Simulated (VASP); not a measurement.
Li:

```
CELL_PARAMETERS angstrom
6.22667 0.00000 0.00000
-3.11333 5.39245 0.00000
0.00000 0.00000 3.61763
ATOMIC_POSITIONS crystal
Li 0.19129 0.80871 0.25000
Li 0.19129 0.38258 0.25000
Li 0.61742 0.80871 0.25000
Li 0.80871 0.19129 0.75000
Li 0.80871 0.61742 0.75000
Li 0.38258 0.19129 0.75000
```

| Item | Value |
| --- | --- |
| Program | VASP 6.6.1 |
| Task | relaxation of cell and atoms |
| Functional | PBE |
| Potentials or basis | VASP PAW PBE potentials, release 64 (Li_sv) |
| Cutoff | 600 eV |
| k mesh | 6 × 6 × 10 |
| Occupations | gaussian, width 0.1 eV |
| Spin | no spin polarisation |

At the start: pressure 0.5 GPa; volume 20.24 Å³/atom.

Question: How do energy, volume and symmetry change on relaxing?

Answer: Over 12 steps the energy falls by 52.5 meV/atom and the volume is 20.72 Å³/atom (+2.4 %); space group P6_3/mmc (No. 194, to 0.05 Å).

The path:
| step | energy change (eV) | largest force (eV/Å) | pressure (GPa) | volume (Å³) |
| --- | --- | --- | --- | --- |
| 1 | 0.0000 | 0.2228 | 0.49 | 121.47 |
| 2 | -0.0561 | 0.1133 | 0.32 | 122.54 |
| 3 | -0.1320 | 0.1641 | 0.02 | 125.45 |
| 4 | -0.1328 | 0.1897 | 0.00 | 125.74 |
| 5 | -0.1556 | 0.1952 | -0.06 | 126.12 |
| 6 | -0.2219 | 0.1910 | -0.18 | 127.07 |
| 7 | -0.2719 | 0.1730 | -0.34 | 128.15 |
| 8 | -0.2771 | 0.1776 | -0.31 | 127.95 |
| 9 | -0.3112 | 0.0535 | -0.11 | 125.55 |
| 10 | -0.3142 | 0.0011 | -0.01 | 124.62 |
| 11 | -0.3142 | 0.0027 | -0.01 | 124.68 |
| 12 | -0.3151 | 0.0031 | 0.02 | 124.35 |

Final structure:
```cif
data_structure
_symmetry_space_group_name_H-M 'P 1'
_symmetry_Int_Tables_number 1
_cell_length_a 6.8505
_cell_length_b 6.8505
_cell_length_c 3.0596
_cell_angle_alpha 90.000
_cell_angle_beta 90.000
_cell_angle_gamma 120.000
_cell_volume 124.35
loop_
_atom_site_label
_atom_site_type_symbol
_atom_site_fract_x
_atom_site_fract_y
_atom_site_fract_z
_atom_site_occupancy
Li1 Li 0.20064 0.79936 0.25000 1
Li2 Li 0.20064 0.40127 0.25000 1
Li3 Li 0.59873 0.79936 0.25000 1
Li4 Li 0.79936 0.20064 0.75000 1
Li5 Li 0.79936 0.59873 0.75000 1
Li6 Li 0.40127 0.20064 0.75000 1
```

Caveat: the cutoff is under 1.25 times the usual one of these potentials, so pressure, stress and relaxed cells hold a basis-set (Pulay) error.
